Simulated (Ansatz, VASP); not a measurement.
**BN: VASP beside Ansatz**

```xyz
2
Lattice="0.0000 1.8550 1.7831 1.8550 0.0000 1.7831 1.8550 1.8550 0.0000" Properties=species:S:1:pos:R:3 pbc="T T T"
B     0.0000    0.0000    0.0000
N     0.9275    0.9275    0.8916
```

Change from the starting cell: epitaxial_xy strain +2.8%.

Alike in both runs: task single point; functional r2SCAN; k mesh 12 × 12 × 12; no spin polarisation.

|  | VASP | Ansatz |
| --- | --- | --- |
| version | VASP 6.6.1 | Ansatz 0.2.0 |
| potentials or method | VASP PAW PBE potentials, release 64 (B_h, N_h) | plane waves, PAW |
| plane-wave cutoff (eV) | 910 | 500 |
| occupations | gaussian, width 0.01 eV | fixed |
| valence electrons in the cell | 8 | 8 |

|  | VASP | Ansatz | Ansatz less VASP |
| --- | --- | --- | --- |
| gap on the k mesh at the Fermi level (eV) | 4.27 | 4.27 | +0.006 |

VASP's potentials were made for PBE, not for r2SCAN.

Noted on VASP's run: the cutoff is short for stress, so the pressure is rough.
